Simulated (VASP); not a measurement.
# Sc (Fd-3m) in VASP: a series of runs

The runs below take Sc through single point, with PBE.

All numbers are computed with VASP 6.6.1; they aren't measurements. Logs are shortened: lines on timing, memory, paths and dates and some standing lists are left out, and cuts for length are marked.

## Step 1: The cell of the first run

The structure is cubic, space group Fd-3m (No. 227). The conventional cell has a = 6.217 Å, b = 6.217 Å, c = 6.217 Å, α = 90.00°, β = 90.00°, γ = 90.00°. Within 3.5 Å of Sc (site symmetry -43m) lie 4 Sc at 2.69 Å.

This isn't the form of Sc at room conditions, which is hcp.

## Step 2: Single point, PBE, collinear spin (30.03 Å³/atom)

Input file INCAR:

```
  PREC = Accurate
  ENCUT = 520
  EDIFF = 1E-6
  ISMEAR = -1
  SIGMA = 0.05
  LREAL = F
  LASPH = T
  NELM = 150
  ALGO = Normal
  ISIF = 2
  LWAVE = F
  LCHARG = F
  ISPIN = 2
  MAGMOM = 1 1
  LORBIT = 11
  LMAXMIX = 4
  GGA = PE
  NBANDS = 22
```

Input file KPOINTS:

```
regular mesh
0
Gamma
  14 14 14
```

Input file POSCAR:

```
Sc
1.0
    0.0000000000      3.1083667691      3.1083667691
    3.1083667691      0.0000000000      3.1083667691
    3.1083667691      3.1083667691      0.0000000000
Sc
2
Direct
    0.1250000000      0.1250000000      0.1250000000
    0.8750000000      0.8750000000      0.8750000000
```

Potentials or basis: VASP PAW PBE potentials, release 64 (Sc_sv).

The run is started by

```sh
cat potpaw_PBE.64/Sc_sv/POTCAR > POTCAR
mpirun -np 1 vasp_std > vasp.out
```

OUTCAR:

```text
PREC = Accurate
   ENCUT = 520
   EDIFF = 1E-6
   ISMEAR = -1
   LREAL = F
   LASPH = T
   NELM = 150
   ISIF = 2
   ISPIN = 2
   LORBIT = 11
   GGA = PE

 ion  position               nearest neighbor table
   1  0.125  0.125  0.125-   2 2.69   2 2.69   2 2.69   2 2.69
   2  0.875  0.875  0.875-   1 2.69   1 2.69   1 2.69   1 2.69

  LATTYP: Found a face centered cubic cell.
 ALAT       =     6.2167335382

  Lattice vectors:

 A1 = (   0.0000000000,   3.1083667691,   3.1083667691)
 A2 = (   3.1083667691,   0.0000000000,   3.1083667691)
 A3 = (   3.1083667691,   3.1083667691,   0.0000000000)

Analysis of symmetry for initial positions (statically):
=====================================================================
 Subroutine PRICEL returns:
 Original cell was already a primitive cell.

 Routine SETGRP: Setting up the symmetry group for a
 face centered cubic supercell.

 Subroutine GETGRP returns: Found 48 space group operations
 (whereof 12 operations were pure point group operations)
 out of a pool of 48 trial point group operations.

The static configuration has the point symmetry D_3d.
 The point group associated with its full space group is O_h .

Analysis of symmetry for dynamics (positions and initial velocities):
=====================================================================
 Subroutine PRICEL returns:
 Original cell was already a primitive cell.

 Routine SETGRP: Setting up the symmetry group for a
 face centered cubic supercell.

 Subroutine GETGRP returns: Found 48 space group operations
 (whereof 12 operations were pure point group operations)
 out of a pool of 48 trial point group operations.

The dynamic configuration has the point symmetry D_3d.
 The point group associated with its full space group is O_h .

Analysis of structural, dynamic, and magnetic symmetry:
=====================================================================
 Subroutine PRICEL returns:
 Original cell was already a primitive cell.

 Routine SETGRP: Setting up the symmetry group for a
 face centered cubic supercell.

 Subroutine GETGRP returns: Found 48 space group operations
 (whereof 12 operations were pure point group operations)
 out of a pool of 48 trial point group operations.

The overall configuration has the point symmetry D_3d.
 The point group associated with its full space group is O_h .

 Subroutine INISYM returns: Found 48 space group operations
[... 110 lines left out ...]
   EMIN   =  10.00;   EMAX   =-10.00  energy-range for DOS
   EFERMI =   0.00;   METHOD = LEGACY
   ISMEAR =    -1;   SIGMA  =   0.05  broadening in eV -4-tet -1-fermi 0-gaus
   EFERMI_NEDOS =   21; number of points for ismear=-14 and -15
   IALGO  =     38    algorithm
   IMIX   =      4    mixing-type and parameters
     AMIX     =   0.40;   BMIX     =  1.00
     AMIX_MAG =   1.60;   BMIX_MAG =  1.00
  volume/ion in A,a.u.               =      30.03       202.67
  Fermi-wavevector in a.u.,A,eV,Ry     =   1.171314  2.213463 18.666885  1.371977
  Thomas-Fermi vector in A             =   2.307760
   LORBIT       =     11    0 simple, 1 ext, 2 COOP (PROOUT), +10 PAW based schemes
   GGA     = PE    functional components
   LHFCALC =     F    Hartree Fock is set to
   AEXX    =    0.0000 exact exchange contribution
   IVDW    =     0    specifies the selected vdW correction
   LEPSILON=     F    determine dielectric tensor
   LRPA    =     F    only Hartree local field effects (RPA)
 spin polarized calculation
  energy-cutoff  :      520.00
  volume of cell :       60.07
 maximum number of plane-waves:      1639
 NGX is ok and might be reduce to    36
   NGX = 17   NGY = 17   NGZ = 17

 number of electron      21.9999997 magnetization       0.0014909

 Free energy of the ion-electron system (eV)
  ---------------------------------------------------
  ext. energy  EPLUGINS =         0.00000000
  ---------------------------------------------------
  free energy    TOTEN  =        -8.49559336 eV

  energy without entropy =       -8.46011754  energy(sigma->0) =       -8.47785545

 E-fermi :   2.3855     XC(G=0):  -8.9005

 val. band max:        2.3850351424   @ k =   0.2143   0.1429   0.0714
 cond. band min:       2.3918423166   @ k =   0.4286   0.2857   0.1429
 fundamental gap:      0.0068071743
 Fermi energy:         2.3855201751

 spin component 1

 k-point     1 :       0.0000    0.0000    0.0000
  band No.  band energies     occupation
      1     -47.4045      1.00000
      2     -47.0592      1.00000
      3     -26.2170      1.00000
      4     -26.2170      1.00000
      5     -26.2170      1.00000
      6     -25.6597      1.00000
[... 589 lines left out ...]
     21       9.6212      0.00000
     22      10.2896      0.00000

 [... further k-points ...]

 spin component 2

 k-point     1 :       0.0000    0.0000    0.0000
  band No.  band energies     occupation
      1     -47.4040      1.00000
      2     -47.0588      1.00000
      3     -26.2165      1.00000
      4     -26.2165      1.00000
      5     -26.2165      1.00000
      6     -25.6593      1.00000
[... 589 lines left out ...]
     21       9.6216      0.00000
     22      10.2899      0.00000

 [... further k-points ...]
[... 5 lines left out ...]
  --------------------------------------------------------------------------------------
  -------------------------------------------------------------------------------------
  Total        0.7259534      0.7259534      0.7259534     -0.0000000      0.0000000     -0.0000000
  in kB       19.3638886     19.3638886     19.3638886     -0.0000000      0.0000000     -0.0000000
  external PRESSURE =      19.3638886 kB  Pullay stress =       0.0000000 kB

 VOLUME and BASIS-vectors are now :
 -----------------------------------------------------------------------------
  energy-cutoff  :      520.00
  volume of cell :       60.07
      direct lattice vectors                 reciprocal lattice vectors
     0.000000000  3.108366769  3.108366769    -0.160856179  0.160856179  0.160856179
     3.108366769  0.000000000  3.108366769     0.160856179 -0.160856179  0.160856179
     3.108366769  3.108366769  0.000000000     0.160856179  0.160856179 -0.160856179

 POSITION                                       TOTAL-FORCE (eV/Angst)
 -----------------------------------------------------------------------------------
      0.77709      0.77709      0.77709         0.000000      0.000000      0.000000
      5.43964      5.43964      5.43964        -0.000000     -0.000000     -0.000000
 -----------------------------------------------------------------------------------
    total drift:                                0.000000      0.000000      0.000000

  FREE ENERGIE OF THE ION-ELECTRON SYSTEM (eV)
  ---------------------------------------------------
  free  energy   TOTEN  =        -8.4955933578 eV

  energy  without entropy=       -8.4601175401  energy(sigma->0) =       -8.47785545

 total charge

# of ion       s       p       d       tot
------------------------------------------
    1        2.311   6.014   1.253   9.578
    2        2.311   6.014   1.253   9.578
--------------------------------------------------
tot          4.622  12.028   2.506  19.155

 magnetization (x)

# of ion       s       p       d       tot
------------------------------------------
    1        0.000   0.000   0.000   0.000
    2        0.000   0.000   0.000   0.000
--------------------------------------------------
tot          0.000   0.000   0.001   0.001
```

OSZICAR:

```text
N       E                     dE             d eps       ncg     rms          rms(c)
DAV:   1     0.332927165173E+03    0.33293E+03   -0.10470E+04  9168   0.102E+03
DAV:   2     0.717411113324E+01   -0.32575E+03   -0.31812E+03  9784   0.414E+02
DAV:   3    -0.876121996437E+01   -0.15935E+02   -0.15029E+02 13812   0.116E+02
DAV:   4    -0.917316360609E+01   -0.41194E+00   -0.40883E+00 13462   0.171E+01
DAV:   5    -0.917807741464E+01   -0.49138E-02   -0.49128E-02 12802   0.203E+00    0.852E+00
DAV:   6    -0.847527278646E+01    0.70280E+00   -0.27818E+00 12748   0.129E+01    0.224E+00
DAV:   7    -0.848551428002E+01   -0.10241E-01   -0.31444E-01 12408   0.368E+00    0.129E+00
DAV:   8    -0.849363219084E+01   -0.81179E-02   -0.18156E-02 10826   0.105E+00    0.489E-01
DAV:   9    -0.849417870363E+01   -0.54651E-03   -0.38196E-03 10886   0.509E-01    0.327E-01
DAV:  10    -0.849523146327E+01   -0.10528E-02   -0.16772E-03 12508   0.259E-01    0.912E-02
DAV:  11    -0.849547657859E+01   -0.24512E-03   -0.36263E-04 10844   0.101E-01    0.448E-02
DAV:  12    -0.849556141118E+01   -0.84833E-04   -0.64133E-05 11500   0.495E-02    0.223E-02
DAV:  13    -0.849558113297E+01   -0.19722E-04   -0.13083E-05 10922   0.232E-02    0.147E-02
DAV:  14    -0.849559147742E+01   -0.10344E-04   -0.12195E-05  9516   0.185E-02    0.529E-03
DAV:  15    -0.849559320909E+01   -0.17317E-05   -0.24285E-06  9258   0.972E-03    0.177E-03
DAV:  16    -0.849559335781E+01   -0.14873E-06   -0.28756E-07  5242   0.639E-03
   1 F= -.84955934E+01 E0= -.84778554E+01  d E =-.354758E-01  mag=     0.0007
```

Run time: 6.4 min. Hardware: 1 thread of Intel Xeon 8259CL, shared host; peak memory 0.37 GiB.

Results:

* Free energy: -8.4956 eV
* Pressure: 1.9 GPa
* Band gap on the k mesh: zero (filled and empty bands overlap)
* Net moment: 0.00 μB per cell
* Valence electrons inside the program's atomic spheres: Sc 9.58

(Part 1 of 2 ends here.)
